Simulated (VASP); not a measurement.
# Br (P6_3/mmc) in VASP: further runs

The runs below take Br through single point, with PBEsol.

Program: VASP 6.6.1. These are calculated values, not measurements. Logs are shortened: lines on timing, memory, paths and dates and some standing lists are left out, and cuts for length are marked.

## (1) The cell of the first run

Symmetry: P6_3/mmc, No. 194, hexagonal system. Conventional cell: a = 3.252 Å, b = 3.252 Å, c = 4.305 Å, α = 90.00°, β = 90.00°, γ = 120.00°. Br (site symmetry -6m2) has 12 Br at 2.86 to 3.25 Å within 3.8 Å.

## (2) Single point, PBEsol (volume scaled by 0.76)

The input, INCAR:

```
SYSTEM = Br
PREC = Accurate
ENCUT = 520
EDIFF = 1E-7
ISMEAR = -1
SIGMA = 0.1
LREAL = .False.
LASPH = .True.
NELM = 100
ALGO = Normal
ISIF = 2
LWAVE = .False.
LCHARG = .True.
GGA = PS
LELF = .True.
LVHAR = .True.
NBANDS = 14
```

The input, KPOINTS:

```
Automatic mesh
0
Gamma
  14 14 8
  0 0 0
```

The input, POSCAR:

```
Br
1.0
    3.2518648590      0.0000000000      0.0000000000
   -1.6259324295      2.8161975776      0.0000000000
    0.0000000000      0.0000000000      4.3050292370
Br
2
Direct
    0.3333333333      0.6666666667      0.2500000000
    0.6666666667      0.3333333333      0.7500000000
```

Potentials or basis: VASP PAW PBE potentials, release 64 (Br).

Run with:

```
$ cat potpaw_PBE.64/Br/POTCAR > POTCAR
$ mpirun -np 1 vasp_std > vasp.out
```

OUTCAR:

```text
SYSTEM = Br
   PREC = Accurate
   ENCUT = 520
   EDIFF = 1E-7
   ISMEAR = -1
   LREAL = .False.
   LASPH = .True.
   NELM = 100
   ISIF = 2
   GGA = PS

 ion  position               nearest neighbor table
   1  0.333  0.667  0.250-
   2  0.667  0.333  0.750-

  LATTYP: Found a hexagonal cell.
 ALAT       =     3.2518648590
 C/A-ratio  =     1.3238647434

  Lattice vectors:

 A1 = (   3.2518648590,   0.0000000000,   0.0000000000)
 A2 = (  -1.6259324295,   2.8161975776,   0.0000000000)
 A3 = (   0.0000000000,   0.0000000000,   4.3050292370)

Analysis of symmetry for initial positions (statically):
=====================================================================
 Subroutine PRICEL returns:
 Original cell was already a primitive cell.

 Routine SETGRP: Setting up the symmetry group for a
 hexagonal supercell.

 Subroutine GETGRP returns: Found 24 space group operations
 (whereof 12 operations were pure point group operations)
 out of a pool of 24 trial point group operations.

The static configuration has the point symmetry D_3d.
 The point group associated with its full space group is D_6h.

Analysis of symmetry for dynamics (positions and initial velocities):
=====================================================================
 Subroutine PRICEL returns:
 Original cell was already a primitive cell.

 Routine SETGRP: Setting up the symmetry group for a
 hexagonal supercell.

 Subroutine GETGRP returns: Found 24 space group operations
 (whereof 12 operations were pure point group operations)
 out of a pool of 24 trial point group operations.

The dynamic configuration has the point symmetry D_3d.
 The point group associated with its full space group is D_6h.

 Subroutine INISYM returns: Found 24 space group operations
 (whereof 12 operations are pure point group operations),
 and found     1 'primitive' translations

----------------------------------------------------------------------------------------

                                     Primitive cell

  volume of cell :      39.4250

  direct lattice vectors                    reciprocal lattice vectors
     3.251864859  0.000000000  0.000000000     0.307515854  0.177544361  0.000000000
    -1.625932429  2.816197578  0.000000000     0.000000000  0.355088722  0.000000000
     0.000000000  0.000000000  4.305029237     0.000000000  0.000000000  0.232286460

  length of vectors
     3.251864859  3.251864859  4.305029237     0.355088722  0.355088722  0.232286460

  position of ions in fractional coordinates (direct lattice)
     0.333333333  0.666666667  0.250000000
     0.666666667  0.333333333  0.750000000

  ion indices of the primitive-cell ions
   primitive index   ion index
                 1           1
                 2           2

----------------------------------------------------------------------------------------

 KPOINTS: Automatic mesh

Automatic generation of k-mesh.
 Grid dimensions read from file:
 generate k-points for:   14   14    8

 Generating k-lattice:

  Cartesian coordinates                     Fractional coordinates (reciprocal lattice)
     0.021965418  0.012681740  0.000000000     0.071428571  0.000000000  0.000000000
     0.000000000  0.025363480  0.000000000     0.000000000  0.071428571  0.000000000
     0.000000000  0.000000000  0.029035807     0.000000000  0.000000000  0.125000000

  Length of vectors
     0.025363480  0.025363480  0.029035807

  Shift w.r.t. Gamma in fractional coordinates (k-lattice)
     0.000000000  0.000000000  0.000000000

 Subroutine IBZKPT returns following result:
 ===========================================

 Found    120 irreducible k-points:

 Following reciprocal coordinates:
            Coordinates               Weight
  0.000000  0.000000  0.000000      1.000000
  0.071429  0.000000  0.000000      6.000000
  0.142857  0.000000  0.000000      6.000000
  0.214286  0.000000  0.000000      6.000000
  0.285714  0.000000  0.000000      6.000000
  0.357143  0.000000  0.000000      6.000000
[... 16 lines left out ...]
  0.285714  0.285714  0.000000      6.000000
  0.357143  0.285714  0.000000      6.000000
 [... further k-points ...]
   k-points           NKPTS =    120   k-points in BZ     NKDIM =    120   number of bands    NBANDS=     14
   number of dos      NEDOS =    301   number of ions     NIONS =      2
   total plane-waves  NPLWV =  18432
   dimension x,y,z NGX =    24 NGY =   24 NGZ =   32
   dimension x,y,z NGXF=    48 NGYF=   48 NGZF=   64
   ions per type =               2
   NGX,Y,Z   is equivalent  to a cutoff of  12.27, 12.27, 12.36 a.u.
   NGXF,Y,Z  is equivalent  to a cutoff of  24.54, 24.54, 24.71 a.u.
 SYSTEM =  Br
   PREC   = accura    normal or accurate (medium, high low for compatibility)
   ISTART =      0    job   : 0-new  1-cont  2-samecut
   ICHARG =      2    charge: 1-file 2-atom 10-const
   ISPIN  =      1    spin polarized calculation?
   LNONCOLLINEAR =      F non collinear calculations
   LSORBIT =      F    spin-orbit coupling
   LASPH  =      T    aspherical Exc in radial PAW
   ENCUT  =  520.0 eV  38.22 Ry    6.18 a.u.   6.05  6.05  8.00*2*pi/ulx,y,z
   NELM   =    100;   NELMIN=  2; NELMDL= -5     # of ELM steps
   EDIFF  = 0.1E-06   stopping-criterion for ELM
   LREAL  =      F    real-space projection
   EDIFFG = 0.1E-05   stopping-criterion for IOM
   NSW    =      0    number of steps for IOM
   IBRION =     -1    ionic relax: 0-MD 1-quasi-New 2-CG
   NFREE  =      0    steps in history (QN), initial steepest desc. (CG)
   ISIF   =      2    stress and relaxation
   ISYM   =      2    0-nonsym 1-usesym 2-fastsym
   POTIM  = 0.5000    time-step for ionic-motion
   TEBEG  =    0.0;   TEEND  =   0.0 temperature during run
   PSTRESS=    0.0 pullay stress
   NELECT =      14.0000    total number of electrons
   NUPDOWN=      -1.0000    fix difference up-down
   EMIN   =  10.00;   EMAX   =-10.00  energy-range for DOS
   EFERMI =   0.00;   METHOD = LEGACY
   ISMEAR =    -1;   SIGMA  =   0.10  broadening in eV -4-tet -1-fermi 0-gaus
   EFERMI_NEDOS =   21; number of points for ismear=-14 and -15
   IALGO  =     38    algorithm
   IMIX   =      4    mixing-type and parameters
     AMIX     =   0.40;   BMIX     =  1.00
     AMIX_MAG =   1.60;   BMIX_MAG =  1.00
  volume/ion in A,a.u.               =      19.71       133.03
  Fermi-wavevector in a.u.,A,eV,Ry     =   1.159294  2.190748 18.285722  1.343963
  Thomas-Fermi vector in A             =   2.295888
   LORBIT       =      0    0 simple, 1 ext, 2 COOP (PROOUT), +10 PAW based schemes
   GGA     = PS    functional components
   LHFCALC =     F    Hartree Fock is set to
   AEXX    =    0.0000 exact exchange contribution
   IVDW    =     0    specifies the selected vdW correction
   LEPSILON=     F    determine dielectric tensor
   LRPA    =     F    only Hartree local field effects (RPA)
 non-spin polarized calculation
  energy-cutoff  :      520.00
  volume of cell :       39.43
 maximum number of plane-waves:      1080
   NGX = 13   NGY = 13   NGZ = 17

 number of electron      13.9999994 magnetization

 Free energy of the ion-electron system (eV)
  ---------------------------------------------------
  ext. energy  EPLUGINS =         0.00000000
  ---------------------------------------------------
  free energy    TOTEN  =        -2.38522064 eV

  energy without entropy =       -2.32787083  energy(sigma->0) =       -2.35654573

 E-fermi :   5.3396     XC(G=0): -10.8574

 val. band max:        5.3273062169   @ k =   0.2143   0.1429   0.0000
 cond. band min:       5.3468569750   @ k =   0.4286   0.0000   0.2500
 fundamental gap:      0.0195507581
 Fermi energy:         5.3395817933

 k-point     1 :       0.0000    0.0000    0.0000
  band No.  band energies     occupation
      1     -12.7229      2.00000
      2      -8.5258      2.00000
      3      -1.7593      2.00000
      4       3.7386      2.00000
      5       3.7386      2.00000
      6       5.7750      0.02538
      7       5.7750      0.02538
      8       7.5472      0.00000
      9      11.0546      0.00000
     10      13.9029      0.00000
     11      16.1904      0.00000
     12      16.1904      0.00000
     13      18.3141      0.00000
     14      18.3141      0.00000

 k-point     2 :       0.0714    0.0000    0.0000
  band No.  band energies     occupation
      1     -12.6557      2.00000
      2      -8.5157      2.00000
      3      -1.6824      2.00000
      4       3.3517      2.00000
      5       3.5910      2.00000
      6       5.5120      0.30276
      7       5.8324      0.01437
      8       7.3842      0.00000
      9      11.4170      0.00000
     10      14.1855      0.00000
     11      15.8144      0.00000
     12      16.3388      0.00000
     13      18.0190      0.00000
     14      18.0896      0.00000

 k-point     3 :       0.1429    0.0000    0.0000
  band No.  band energies     occupation
      1     -12.4574      2.00000
      2      -8.4959      2.00000
      3      -1.4540      2.00000
      4       2.4460      2.00000
      5       3.2394      2.00000
      6       4.8384      1.98677
      7       5.9291      0.00549
      8       6.9198      0.00000
      9      12.1132      0.00000
     10      14.2944      0.00000
     11      16.0189      0.00000
     12      16.8229      0.00000
     13      17.3030      0.00000
     14      17.4034      0.00000

 k-point     4 :       0.2143    0.0000    0.0000
  band No.  band energies     occupation
      1     -12.1377      2.00000
      2      -8.4974      2.00000
      3      -1.0812      2.00000
      4       1.4111      2.00000
      5       2.8271      2.00000
      6       3.9846      2.00000
      7       5.9716      0.00359
      8       6.2179      0.00031
      9      12.0084      0.00000
     10      14.9345      0.00000
     11      16.2725      0.00000
     12      16.4312      0.00000
     13      16.7676      0.00000
     14      17.6951      0.00000

 k-point     5 :       0.2857    0.0000    0.0000
  band No.  band energies     occupation
      1     -11.7166      2.00000
      2      -8.5659      2.00000
      3      -0.5799      2.00000
      4       0.4944      2.00000
      5       2.4465      2.00000
      6       3.1282      2.00000
      7       5.3646      0.87554
      8       5.9462      0.00463
      9      11.3122      0.00000
     10      15.3688      0.00000
     11      15.9800      0.00000
[... 276 lines left out ...]
 k-point    22 :       0.3571    0.2143    0.0000
  band No.  band energies     occupation
      1     -10.2482      2.00000
      2      -9.2786      2.00000
      3      -0.7754      2.00000
      4       1.2372      2.00000
      5       1.3312      2.00000
      6       2.0114      2.00000
      7       2.9836      2.00000
      8       4.3819      1.99986
      9      11.7446      0.00000
     10      13.1503      0.00000
     11      16.7162      0.00000
     12      18.1104      0.00000
     13      19.3011      0.00000
     14      20.6136      0.00000

 k-point    23 :       0.2857    0.2857    0.0000
  band No.  band energies     occupation
      1     -10.2044      2.00000
      2      -9.2935      2.00000
      3      -0.8052      2.00000
      4       1.1267      2.00000
      5       1.3978      2.00000
      6       2.1845      2.00000
      7       2.9438      2.00000
      8       4.0682      1.99999
      9      11.5031      0.00000
     10      14.6529      0.00000
     11      15.3986      0.00000
     12      18.2411      0.00000
     13      20.1585      0.00000
     14      20.6342      0.00000

 k-point    24 :       0.3571    0.2857    0.0000
  band No.  band energies     occupation
      1      -9.9132      2.00000
      2      -9.5300      2.00000
      3      -0.9510      2.00000
      4       1.4458      2.00000
      5       1.8029      2.00000
      6       1.8387      2.00000
      7       2.4891      2.00000
      8       3.9033      2.00000
      9      11.2982      0.00000
     10      14.8489      0.00000
     11      16.7503      0.00000
     12      16.8635      0.00000
     13      20.6151      0.00000
     14      21.0811      0.00000

 [... further k-points ...]
[... 5 lines left out ...]
  --------------------------------------------------------------------------------------
  -------------------------------------------------------------------------------------
  Total        3.9380212      3.9380212      3.9545078      0.0000000     -0.0000000      0.0000000
  in kB      160.0357147    160.0357147    160.7057071      0.0000000     -0.0000000      0.0000000
  external PRESSURE =     160.2590455 kB  Pullay stress =       0.0000000 kB

 VOLUME and BASIS-vectors are now :
 -----------------------------------------------------------------------------
  energy-cutoff  :      520.00
  volume of cell :       39.43
      direct lattice vectors                 reciprocal lattice vectors
     3.251864859  0.000000000  0.000000000     0.307515854  0.177544361  0.000000000
    -1.625932429  2.816197578  0.000000000     0.000000000  0.355088722  0.000000000
     0.000000000  0.000000000  4.305029237     0.000000000  0.000000000  0.232286460

 POSITION                                       TOTAL-FORCE (eV/Angst)
 -----------------------------------------------------------------------------------
     -0.00000      1.87747      1.07626        -0.000000      0.000000      0.000000
      1.62593      0.93873      3.22877         0.000000     -0.000000      0.000000
 -----------------------------------------------------------------------------------
    total drift:                               -0.000000      0.000000      0.000000

  FREE ENERGIE OF THE ION-ELECTRON SYSTEM (eV)
  ---------------------------------------------------
  free  energy   TOTEN  =        -2.3852206393 eV

  energy  without entropy=       -2.3278708277  energy(sigma->0) =       -2.35654573
```

Wall time 18 s (1 thread of Intel Xeon 6975P-C (Granite Rapids), shared host); peak memory 0.18 GiB.

What came out:

```
Free energy            : -2.3852 eV
Pressure               : 16.0 GPa
Band gap on the k mesh : zero (band 7 reaches 6.45 eV, above the bottom of band 8 at 3.72 eV)
```

Caveat: the PAW data sets were made with another functional, which shifts forces and pressure a little.

## (3) Single point, PBEsol (volume scaled by 0.84)

The input, INCAR:

```
PREC = Accurate ; ENCUT = 520
EDIFF = 1E-6 ; ISMEAR = -1
SIGMA = 0.1 ; LREAL = F
LASPH = T ; NELM = 60
ALGO = Normal ; ISIF = 2
LWAVE = F ; LCHARG = F
GGA = PS ; NBANDS = 14
```

The input, KPOINTS:

```
Automatic mesh
0
Gamma
  14 14 8
```

The input, POSCAR:

```
Br
1.0
    3.4226445899      0.0000000000      0.0000000000
   -1.7113222950      2.9640971630      0.0000000000
    0.0000000000      0.0000000000      4.2951978031
Br
2
Direct
    0.3333333333      0.6666666667      0.2500000000
    0.6666666667      0.3333333333      0.7500000000
```

Potentials or basis: VASP PAW PBE potentials, release 64 (Br).

Run with:

```
$ cat potpaw_PBE.64/Br/POTCAR > POTCAR
$ mpirun -np 1 vasp_std > vasp.out
```

It took 25 s on 1 thread of Intel Xeon 6975P-C (Granite Rapids), shared host; peak memory 0.19 GiB.

Results (log left out):

* Free energy: -2.6879 eV
* Pressure: 8.0 GPa
* Band gap on the k mesh: zero (band 7 reaches 5.17 eV, above the bottom of band 8 at 2.84 eV)

Levels at points of the mesh, in eV from the Fermi level:
```tsv
k point	band 4	band 5	band 6	band 7	band 8	band 9	band 10	band 11
(0.00, 0.00, 0.00)	-1.87	-1.87	0.15	0.15	1.79	5.59	7.79	10.66
(0.50, 0.00, 0.00)	-3.91	-3.39	-2.92	-1.78	0.41	5.14	9.09	10.03
(0.00, 0.00, 0.50)	-2.33	-0.88	-0.88	-0.88	-0.88	8.47	8.47	9.85
(0.50, 0.00, 0.50)	-6.30	-1.89	-1.89	-0.12	-0.12	7.71	7.71	11.08
```

Caveat: the PAW data sets were made with another functional, which shifts forces and pressure a little.
